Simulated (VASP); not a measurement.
Set up this calculation in VASP 6.6.1, as the native input.

| Quantity | Value |
| --- | --- |
| Task | relaxation of cell and atoms |
| Functional | PBE |
| Potentials or basis | VASP PAW PBE potentials, release 64 (Ta_sv_GW, F) |
| Cutoff | 700 eV |
| k mesh | 3 × 3 × 3 |
| Occupations | gaussian, width 0.15 eV |
| Spin | no spin polarisation |
| Dipole correction | no |
| Further INCAR settings | ALGO = Normal; EDIFF = 1e-07; IBRION = 2; EDIFFG = -0.08; NSW = 36; ISIF = 3 |

The structure of TaF4 lies in POSCAR:

```
TaF4
1.0
    4.0095729100      0.0000000000      0.0000000000
    0.0000000000      4.0095729100      0.0000000000
    0.0000000000      0.0000000000      4.0095729100
Ta F
1 4
Direct
    0.0000000000      0.0000000000      0.0000000000
    0.5000000000      0.5000000000      0.5000000000
    0.0000000000      0.5000000000      0.5000000000
    0.5000000000      0.0000000000      0.5000000000
    0.5000000000      0.5000000000      0.0000000000
```

The cell was generated, and may not be a known phase.

One way to write it, as run:

INCAR

```
PREC = Accurate
ENCUT = 700
EDIFF = 1E-7
ISMEAR = 0
SIGMA = 0.15
LREAL = False
LASPH = True
NELM = 120
ALGO = Normal
ISIF = 3
LWAVE = False
LCHARG = False
GGA = PE
IBRION = 2
NSW = 36
EDIFFG = -0.08
GGA_COMPAT = False
NELMIN = 4
```

KPOINTS

```
Automatic mesh
0
Gamma
  3 3 3
```

Potentials or basis: VASP PAW PBE potentials, release 64 (Ta_sv_GW, F).

The run is started by

```console
$ cat potpaw_PBE.64/Ta_sv_GW/POTCAR potpaw_PBE.64/F/POTCAR > POTCAR
$ mpirun -np 1 vasp_std > vasp.out
```

Results of the run:

| Item | Value |
| --- | --- |
| Relaxed volume | 11.81 Å³/atom |
| Relaxed cell | a = 3.894 Å, b = 3.894 Å, c = 3.894 Å, α = 90.00°, β = 90.00°, γ = 90.00° |
| Space group after relaxing (to 0.1 Å) | Pm-3m (No. 221) |
| Energy gained by relaxing | 25.9 meV/atom |
| Ionic steps | 2 |
| Pressure after relaxing | 0.4 GPa |
| Band gap on the k mesh | zero (an odd number of electrons rules out a gap without spin polarisation) |

Caveat: the k points lie up to 0.54 Å⁻¹ apart in the final cell, too coarse for converged energies and pressures of a metal; the highest band is partly filled, so the run has too few bands; spin-orbit coupling is left out, which moves the levels of the heavy elements; an odd number of electrons without spin polarisation forces a metal; a magnetic or distorted state may lie lower.

Wall time 38 s on 1 thread of AMD EPYC 7R13 Processor (Zen 3) (shared host), peak memory 0.18 GiB.
